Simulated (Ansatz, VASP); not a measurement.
Mn3Si: VASP beside Ansatz

```
Mn Si
1.0
     0.00000    2.65592    2.65592
     2.65592    0.00000    2.65592
     2.65592    2.65592    0.00000
Mn Si
3 1
Direct
  0.50000 0.50000 0.50000
  0.25000 0.25000 0.25000
  0.75000 0.75000 0.75000
  0.00000 0.00000 0.00000
```

Change from the starting cell: volume scaled by 0.8, no spin polarisation, PAW files.

Alike in both runs: task single point; functional LDA; k mesh 10 × 10 × 10; occupations fermi-dirac, width 0.05 eV; no spin polarisation.

|  | VASP | Ansatz |
| --- | --- | --- |
| version | VASP 6.6.1 | Ansatz 0.2.0 |
| potentials or method | VASP PAW LDA potentials, release 64 (Mn_pv, Si) | PAW with Ansatz's default frozen-core files, scalar-relativistic |
| plane-wave cutoff (eV) | 520 | 420 |
| valence electrons in the cell | 43 | 49 |

|  | VASP | Ansatz | Ansatz less VASP |
| --- | --- | --- | --- |
| pressure (GPa) | 32.4 | 31.5 | -0.88 |

LDA's correlation is that of Perdew and Zunger in VASP and of Perdew and Wang (1992) in Ansatz. Both programs put the cell under a high pressure, so it lies far from rest at this level. VASP's potentials hold 43 valence electrons a cell and Ansatz's 49, so a difference there can come from the potentials and not from the codes.
